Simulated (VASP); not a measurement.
ZnS:

```
CELL_PARAMETERS angstrom
3.74466 0.00000 0.00000
-1.87233 3.24297 0.00000
0.00000 0.00000 12.26442
ATOMIC_POSITIONS crystal
Zn 0.66667 0.33333 0.75000
Zn 0.33333 0.66667 0.25000
Zn 0.00000 0.00000 0.50000
Zn 0.00000 0.00000 0.00000
S 0.66667 0.33333 0.93750
S 0.33333 0.66667 0.43750
S 0.00000 0.00000 0.68750
S 0.00000 0.00000 0.18750
```

Base run:

* Program: VASP 6.6.1
* Functional: PBEsol
* Potentials or basis: VASP PAW PBE potentials, release 64 (Zn, S)
* Cutoff: 520 eV
* k mesh: 8 × 8 × 3
* Occupations: fermi-dirac, width 0.05 eV
* Spin: no spin polarisation

Its results: band gap on the k mesh 2.27 eV; pressure 2.9 GPa; largest force 0.057 eV/Å.

After a change of settings the same cell gave: band gap on the k mesh 2.41 eV; pressure 6.8 GPa; largest force 0.060 eV/Å. Which change was it?
A. functional from PBEsol to PBE
B. functional from PBEsol to r2SCAN
C. functional from PBEsol to RPBE

A.

PBE binds less tightly than PBEsol, so the same cell stands under more pressure.

Caveats: an odd mesh through Γ misses points on the zone boundary, where band edges can lie; the PAW data sets were made with another functional, which shifts forces and pressure a little (at least some runs); the cell stands under pressure (at least some runs).
